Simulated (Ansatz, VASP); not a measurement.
ZrAgW: VASP beside Ansatz

```
Zr Ag W
1.0
     3.81412    0.00000    0.00000
     0.00000    3.81412    0.00000
     0.00000    0.00000    4.58735
Zr Ag W
1 1 1
Direct
  0.50000 0.50000 0.00000
  0.50000 0.50000 0.50000
  0.00000 0.00000 0.00000
```

Alike in both runs: task single point; functional PBE; k mesh 4 × 4 × 4; occupations gaussian, width 0.1 eV; no spin polarisation.

|  | VASP | Ansatz |
| --- | --- | --- |
| version | VASP 6.6.1 | Ansatz 0.2.0 |
| potentials or method | VASP PAW PBE potentials, release 64 (Zr_sv, Ag, W_sv), cutoff 520 eV | scalar-relativistic, plane waves, PAW |
| valence electrons in the cell | 37 | 45 |

Ansatz gave:

- gap on the k mesh at the Fermi level (eV): none
- pressure (GPa): 14.7
- traceless stress, the component that is largest in VASP (GPa): 39.71

Which values does VASP return?

gap on the k mesh at the Fermi level (eV): none; pressure (GPa): 14.9; traceless stress, the component that is largest in VASP (GPa): 39.97.

A gap of «none» marks a metal or a gap that the smearing closes. VASP's potentials hold 37 valence electrons a cell and Ansatz's 45, so a difference there can come from the potentials and not from the codes.

The k mesh is coarse, so the values compare programs but aren't converged. Spin-orbit coupling is off throughout.
